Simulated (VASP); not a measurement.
# CsAg2 (F-43m) in VASP: relaxation of cell and atoms with PBE

Aim: the relaxation of cell and atoms of CsAg2 with PBE.

All numbers are computed with VASP 6.6.1; they aren't measurements. Logs are shortened: lines on timing, memory, paths and dates and some standing lists are left out, and cuts for length are marked.

## Step 1: The cell of the first run

It takes space group F-43m (No. 216, cubic). The conventional cell has a = 8.966 Å, b = 8.966 Å, c = 8.966 Å, α = 90.00°, β = 90.00°, γ = 90.00°. Cs (site symmetry -43m) has 12 Ag at 3.76 Å and 4 Cs at 3.88 Å within 4.9 Å. Within 4.8 Å of Cs (site symmetry -43m) lie 12 Ag at 3.68 Å and 4 Cs at 3.88 Å. Within 3.8 Å of Ag (site symmetry 3m) lie 6 Ag at 2.81 to 3.53 Å and 6 Cs at 3.68 to 3.76 Å.

The cell was built from a structure type or drawn by symmetry, and may not be a known phase.

## Step 2: Relaxation of cell and atoms, PBE

The input, INCAR:

```
ALGO = Normal ; EDIFF = 1E-7
EDIFFG = -0.04 ; ENCUT = 600
GGA = PE ; IBRION = 2
ISIF = 3 ; ISMEAR = 0
LASPH = T ; LCHARG = F
LREAL = F ; LWAVE = F
NELM = 100 ; NSW = 90
PREC = Accurate ; SIGMA = 0.1
```

The input, KPOINTS:

```
k-points
0
Gamma
  4 4 4
```

The input, POSCAR:

```
CsAg2
1.0
    0.0000000000      4.4830754500      4.4830754500
    4.4830754500      0.0000000000      4.4830754500
    4.4830754500      4.4830754500      0.0000000000
Cs Ag
2 4
Direct
    0.7500000000      0.7500000000      0.7500000000
    0.0000000000      0.0000000000      0.0000000000
    0.3606280500      0.3606280500      0.3606280500
    0.3606280500      0.3606280500      0.9181158600
    0.3606280500      0.9181158600      0.3606280500
    0.9181158600      0.3606280500      0.3606280500
```

Potentials or basis: VASP PAW PBE potentials, release 64 (Cs_sv, Ag).

Run with:

```console
$ cat potpaw_PBE.64/Cs_sv/POTCAR potpaw_PBE.64/Ag/POTCAR > POTCAR
$ mpirun -np 1 vasp_std > vasp.out
```

OUTCAR:

```text
EDIFF = 1E-7
   EDIFFG = -0.04
   ENCUT = 600
   GGA = PE
   IBRION = 2
   ISIF = 3
   ISMEAR = 0
   LASPH = T
   LREAL = F
   NELM = 100
   NSW = 90
   PREC = Accurate

 ion  position               nearest neighbor table
   1  0.750  0.750  0.750-
   2  0.000  0.000  0.000-
   3  0.361  0.361  0.361-   4 2.81   5 2.81   6 2.81   6 3.53   5 3.53   4 3.53
   4  0.361  0.361  0.918-   3 2.81   5 2.81   6 2.81   5 3.53   6 3.53   3 3.53
   5  0.361  0.918  0.361-   3 2.81   4 2.81   6 2.81   6 3.53   4 3.53   3 3.53
   6  0.918  0.361  0.361-   3 2.81   4 2.81   5 2.81   5 3.53   4 3.53   3 3.53

  LATTYP: Found a face centered cubic cell.
 ALAT       =     8.9661509000

  Lattice vectors:

 A1 = (   0.0000000000,   4.4830754500,   4.4830754500)
 A2 = (   4.4830754500,   0.0000000000,   4.4830754500)
 A3 = (   4.4830754500,   4.4830754500,   0.0000000000)

Analysis of symmetry for initial positions (statically):
=====================================================================
 Subroutine PRICEL returns:
 Original cell was already a primitive cell.

 Routine SETGRP: Setting up the symmetry group for a
 face centered cubic supercell.

 Subroutine GETGRP returns: Found 24 space group operations
 (whereof 24 operations were pure point group operations)
 out of a pool of 48 trial point group operations.

The static configuration has the point symmetry T_d .

Analysis of symmetry for dynamics (positions and initial velocities):
=====================================================================
 Subroutine PRICEL returns:
 Original cell was already a primitive cell.

 Routine SETGRP: Setting up the symmetry group for a
 face centered cubic supercell.

 Subroutine GETGRP returns: Found 24 space group operations
 (whereof 24 operations were pure point group operations)
 out of a pool of 48 trial point group operations.

The dynamic configuration has the point symmetry T_d .

 Subroutine INISYM returns: Found 24 space group operations
 (whereof 24 operations are pure point group operations),
 and found     1 'primitive' translations

----------------------------------------------------------------------------------------

                                     Primitive cell

  volume of cell :     180.2014

  direct lattice vectors                    reciprocal lattice vectors
     0.000000000  4.483075450  4.483075450    -0.111530579  0.111530579  0.111530579
     4.483075450  0.000000000  4.483075450     0.111530579 -0.111530579  0.111530579
     4.483075450  4.483075450  0.000000000     0.111530579  0.111530579 -0.111530579

  length of vectors
     6.340026103  6.340026103  6.340026103     0.193176629  0.193176629  0.193176629

  position of ions in fractional coordinates (direct lattice)
     0.750000000  0.750000000  0.750000000
     0.000000000  0.000000000  0.000000000
     0.360628050  0.360628050  0.360628050
     0.360628050  0.360628050  0.918115860
     0.360628050  0.918115860  0.360628050
     0.918115860  0.360628050  0.360628050

  ion indices of the primitive-cell ions
   primitive index   ion index
                 1           1
                 2           2
                 3           3
                 4           4
                 5           5
                 6           6

----------------------------------------------------------------------------------------

 KPOINTS: k-points

Automatic generation of k-mesh.
 Grid dimensions read from file:
 generate k-points for:    4    4    4

 Generating k-lattice:

  Cartesian coordinates                     Fractional coordinates (reciprocal lattice)
    -0.027882645  0.027882645  0.027882645     0.250000000  0.000000000  0.000000000
     0.027882645 -0.027882645  0.027882645     0.000000000  0.250000000  0.000000000
     0.027882645  0.027882645 -0.027882645     0.000000000  0.000000000  0.250000000

  Length of vectors
     0.048294157  0.048294157  0.048294157

  Shift w.r.t. Gamma in fractional coordinates (k-lattice)
     0.000000000  0.000000000  0.000000000

 Subroutine IBZKPT returns following result:
 ===========================================

 Found      8 irreducible k-points:

 Following reciprocal coordinates:
            Coordinates               Weight
  0.000000  0.000000  0.000000      1.000000
  0.250000  0.000000  0.000000      8.000000
  0.500000  0.000000  0.000000      4.000000
  0.250000  0.250000  0.000000      6.000000
  0.500000  0.250000  0.000000     24.000000
 -0.250000  0.250000  0.000000     12.000000
  0.500000  0.500000  0.000000      3.000000
 -0.250000  0.500000  0.250000      6.000000
   k-points           NKPTS =      8   k-points in BZ     NKDIM =      8   number of bands    NBANDS=     37
   number of dos      NEDOS =    301   number of ions     NIONS =      6
   total plane-waves  NPLWV = 157464
   dimension x,y,z NGX =    54 NGY =   54 NGZ =   54
   dimension x,y,z NGXF=   108 NGYF=  108 NGZF=  108
   ions per type =               2   4
   NGX,Y,Z   is equivalent  to a cutoff of  14.16, 14.16, 14.16 a.u.
   NGXF,Y,Z  is equivalent  to a cutoff of  28.32, 28.32, 28.32 a.u.
 SYSTEM =  unknown system
   PREC   = accura    normal or accurate (medium, high low for compatibility)
   ISTART =      0    job   : 0-new  1-cont  2-samecut
   ICHARG =      2    charge: 1-file 2-atom 10-const
   ISPIN  =      1    spin polarized calculation?
   LNONCOLLINEAR =      F non collinear calculations
   LSORBIT =      F    spin-orbit coupling
   LASPH  =      T    aspherical Exc in radial PAW
   ENCUT  =  600.0 eV  44.10 Ry    6.64 a.u.  12.66 12.66 12.66*2*pi/ulx,y,z
   NELM   =    100;   NELMIN=  2; NELMDL= -5     # of ELM steps
   EDIFF  = 0.1E-06   stopping-criterion for ELM
   LREAL  =      F    real-space projection
   EDIFFG = -.4E-01   stopping-criterion for IOM
   NSW    =     90    number of steps for IOM
   IBRION =      2    ionic relax: 0-MD 1-quasi-New 2-CG
   NFREE  =      1    steps in history (QN), initial steepest desc. (CG)
   ISIF   =      3    stress and relaxation
   ISYM   =      2    0-nonsym 1-usesym 2-fastsym
   POTIM  = 0.5000    time-step for ionic-motion
   TEBEG  =    0.0;   TEEND  =   0.0 temperature during run
   PSTRESS=    0.0 pullay stress
   NELECT =      62.0000    total number of electrons
   NUPDOWN=      -1.0000    fix difference up-down
   EMIN   =  10.00;   EMAX   =-10.00  energy-range for DOS
   EFERMI =   0.00;   METHOD = LEGACY
   ISMEAR =     0;   SIGMA  =   0.10  broadening in eV -4-tet -1-fermi 0-gaus
   EFERMI_NEDOS =   21; number of points for ismear=-14 and -15
   IALGO  =     38    algorithm
   IMIX   =      4    mixing-type and parameters
     AMIX     =   0.40;   BMIX     =  1.00
     AMIX_MAG =   1.60;   BMIX_MAG =  1.00
  volume/ion in A,a.u.               =      30.03       202.68
  Fermi-wavevector in a.u.,A,eV,Ry     =   1.147148  2.167795 17.904558  1.315948
  Thomas-Fermi vector in A             =   2.283829
   LORBIT       =      0    0 simple, 1 ext, 2 COOP (PROOUT), +10 PAW based schemes
   GGA     = PE    functional components
   LHFCALC =     F    Hartree Fock is set to
   AEXX    =    0.0000 exact exchange contribution
   IVDW    =     0    specifies the selected vdW correction
   LEPSILON=     F    determine dielectric tensor
   LRPA    =     F    only Hartree local field effects (RPA)
 conjugate gradient relaxation of ions
 non-spin polarized calculation
 Gauss-broadening in eV      SIGMA  =   0.10
  energy-cutoff  :      600.00
  volume of cell :      180.20
 maximum number of plane-waves:      6030
 NGX is ok and might be reduce to    54
   NGX = 25   NGY = 25   NGZ = 25

--------------------------------------- Ionic step        1  -------------------------------------------

 number of electron      62.0000005 magnetization

 Free energy of the ion-electron system (eV)
  ---------------------------------------------------
  ext. energy  EPLUGINS =         0.00000000
  ---------------------------------------------------
  free energy    TOTEN  =       -11.29671911 eV

  energy without entropy =      -11.27484405  energy(sigma->0) =      -11.28578158

------------------------ aborting loop because EDIFF is reached ----------------------------------------

  FORCE on cell =-STRESS in cart. coord.  units (eV):
  Direction    XX          YY          ZZ          XY          YZ          ZX
  --------------------------------------------------------------------------------------
  -------------------------------------------------------------------------------------
  Total        1.8537060      1.8537060      1.8537060      0.0000000     -0.0000000      0.0000000
  in kB       16.4813699     16.4813699     16.4813699      0.0000000     -0.0000000      0.0000000
  external PRESSURE =      16.4813699 kB  Pullay stress =       0.0000000 kB
[... 101 lines left out ...]
  FREE ENERGIE OF THE ION-ELECTRON SYSTEM (eV)
  ---------------------------------------------------
  free  energy   TOTEN  =       -11.4245711595 eV

  energy  without entropy=      -11.3973852050  energy(sigma->0) =      -11.41097818

 E-fermi :   5.1952     XC(G=0):  -9.9037

 val. band max:        5.1929848752   @ k =   0.5000   0.0000   0.0000
 cond. band min:       5.2994139683   @ k =   0.2500   0.0000   0.0000
 fundamental gap:      0.1064290931
 Fermi energy:         5.1951680400

 k-point     1 :       0.0000    0.0000    0.0000
  band No.  band energies     occupation
      1     -17.7375      2.00000
      2     -17.3851      2.00000
      3      -4.9885      2.00000
      4      -4.9885      2.00000
      5      -4.9885      2.00000
      6      -4.2278      2.00000
[... 309 lines left out ...]
     36       7.9770      0.00000
     37       8.6105      0.00000

[... ionic steps 4 to 7 ...]

--------------------------------------- Ionic step        8  -------------------------------------------

 number of electron      61.9999996 magnetization

------------------------ aborting loop because EDIFF is reached ----------------------------------------

  FORCE on cell =-STRESS in cart. coord.  units (eV):
  Direction    XX          YY          ZZ          XY          YZ          ZX
  --------------------------------------------------------------------------------------
  -------------------------------------------------------------------------------------
  Total        0.6985275      0.6985275      0.6985275      0.0000000     -0.0000000      0.0000000
  in kB        6.4291992      6.4291992      6.4291992      0.0000000     -0.0000000      0.0000000
  external PRESSURE =       6.4291992 kB  Pullay stress =       0.0000000 kB
[... 65 lines left out ...]
  energy  without entropy=      -11.5103823492  energy(sigma->0) =      -11.52133889

--------------------------------------- Ionic step       10  -------------------------------------------

 number of electron      62.0000010 magnetization

 Free energy of the ion-electron system (eV)
  ---------------------------------------------------
  ext. energy  EPLUGINS =         0.00000000
  ---------------------------------------------------
  free energy    TOTEN  =       -11.53853142 eV

  energy without entropy =      -11.51621709  energy(sigma->0) =      -11.52737426

 E-fermi :   4.7072     XC(G=0):  -9.6167

 val. band max:        4.6996537067   @ k =   0.5000   0.0000   0.0000
 cond. band min:       4.8085652717   @ k =   0.5000   0.2500   0.0000
 fundamental gap:      0.1089115650
 Fermi energy:         4.7071654881

 k-point     1 :       0.0000    0.0000    0.0000
  band No.  band energies     occupation
      1     -18.1810      2.00000
      2     -17.8917      2.00000
      3      -5.3736      2.00000
      4      -5.3736      2.00000
      5      -5.3736      2.00000
      6      -4.7075      2.00000
[... 342 lines left out ...]
  FREE ENERGIE OF THE ION-ELECTRON SYSTEM (eV)
  ---------------------------------------------------
  free  energy   TOTEN  =       -11.5385314241 eV

  energy  without entropy=      -11.5162170860  energy(sigma->0) =      -11.52737426

 reached required accuracy - stopping structural energy minimisation
```

Run time: 20 min. Hardware: 1 thread of Intel Xeon 8259CL, shared host; peak memory 0.45 GiB.

What came out:

```
Free energy                           : -11.5385 eV
Relaxed volume                        : 29.38 Å³/atom
Relaxed cell                          : a = 6.294 Å, b = 6.294 Å, c = 6.294 Å, α = 60.00°, β = 60.00°, γ = 60.00°
Space group after relaxing (to 0.1 Å) : Fd-3m (No. 227)
Energy gained by relaxing             : 40.3 meV/atom
Ionic steps                           : 10
Pressure after relaxing               : 0.2 GPa
Largest force after relaxing          : 0.015 eV/Å
Band gap on the k mesh                : zero (bands 31 and 32 overlap by 0.94 eV)
```

Forces in eV/Å, atoms in the order of the input:
```
Cs   0.000  0.000  0.000
Cs   0.000  0.000  0.000
Ag  -0.009 -0.009 -0.009
Ag   0.009  0.009 -0.009
Ag   0.009 -0.009  0.009
Ag  -0.009  0.009  0.009
```

Step by step:
```tsv
step	energy change (eV)	largest force (eV/Å)	pressure (GPa)	volume (Å³)
1	0.0000	0.7840	1.65	180.20
2	-0.1188	0.3342	-0.09	188.38
3	-0.1279	0.2142	-0.61	191.75
4	-0.1503	0.2071	-0.51	189.12
5	-0.2020	0.1857	-0.06	181.36
6	-0.1851	0.0471	1.76	166.48
7	-0.2184	0.1627	0.44	175.89
8	-0.2194	0.1489	0.64	174.08
9	-0.2356	0.0686	0.38	175.02
10	-0.2418	0.0149	0.16	176.28
```

Final structure:
```xyz
6
Lattice="0.0000 4.4504 4.4504 4.4504 0.0000 4.4504 4.4504 4.4504 0.0000" Properties=species:S:1:pos:R:3 pbc="T T T"
Cs    6.6755    6.6755    6.6755
Cs    0.0000    0.0000    0.0000
Ag    3.3424    3.3424    3.3424
Ag    5.5583    5.5583    3.3424
Ag    5.5583    3.3424    5.5583
Ag    3.3424    5.5583    5.5583
```

Caveat: spin-orbit coupling is left out, which moves the levels of the heavy elements.
